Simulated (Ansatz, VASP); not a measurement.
**One calculation of TePb, two programs**

File INCAR:

```
SYSTEM = TePb
PREC = Accurate
ENCUT = 520
EDIFF = 1E-6
ISMEAR = 0
SIGMA = 0.05
LREAL = .FALSE.
LASPH = .TRUE.
NELM = 80
ALGO = Normal
ISIF = 2
LWAVE = .FALSE.
LCHARG = .FALSE.
GGA = PE
NBANDS = 17
```

File KPOINTS:

```
Automatic mesh
0
G
  8 8 8
  0 0 0
```

The input POSCAR:

```
TePb
1.0
    0.0201687500      3.2270000000      3.2270000000
    3.2471687500      0.0000000000      3.2471687500
    3.2270000000      3.2270000000      0.0201687500
Te Pb
1 1
Direct
    0.5000000000      0.5000000000      0.5000000000
    0.0000000000      0.0000000000      0.0000000000
```

Input for Ansatz:

```yaml
crystal:
  lattice:
    - [0.02016875, 3.227, 3.227]
    - [3.24716875, 0.0, 3.24716875]
    - [3.227, 3.227, 0.02016875]
  atoms:
    - { symbol: Te, position: [0.5, 0.5, 0.5] }
    - { symbol: Pb, position: [0.0, 0.0, 0.0] }
basis:
  ecutwfc: 420
kpoints:
  mp_grid: { grid: [8, 8, 8] }
hamiltonian:
  xc: pbe
scf:
  occupations: { method: gaussian, width: 0.05 }
output:
  forces: true
  stress: true
  eigenvalues: true
```

Change from the starting cell: strain +0.0125 x Voigt [0, 0, 0, 0, 1, 0], atoms carried along.

Alike in both runs: task single point; functional PBE; k mesh 8 × 8 × 8; occupations gaussian, width 0.05 eV; no spin polarisation.

```csv
,VASP,Ansatz
version,VASP 6.6.1,Ansatz 0.2.0
potentials or method,"VASP PAW PBE potentials, release 64 (Te, Pb_d), cutoff 520 eV","scalar-relativistic, plane waves, PAW"
valence electrons in the cell,20,30
```

|  | VASP | Ansatz | Ansatz less VASP |
| --- | --- | --- | --- |
| gap on the k mesh at the Fermi level (eV) | 0.67 | 0.66 | -0.005 |
| least direct gap on the mesh (eV) | 0.72 | 0.72 | -0.005 |
| pressure (GPa) | 2.3 | 2.3 | +0.06 |
| traceless stress, the component that is largest in VASP (GPa) | -0.18 | -0.18 | +0.001 |

With one functional, cell and mesh, what is left measures potentials, basis and numerics. VASP's potentials hold 20 valence electrons a cell and Ansatz's 30, so a difference there can come from the potentials and not from the codes.

Spin-orbit coupling is off throughout.
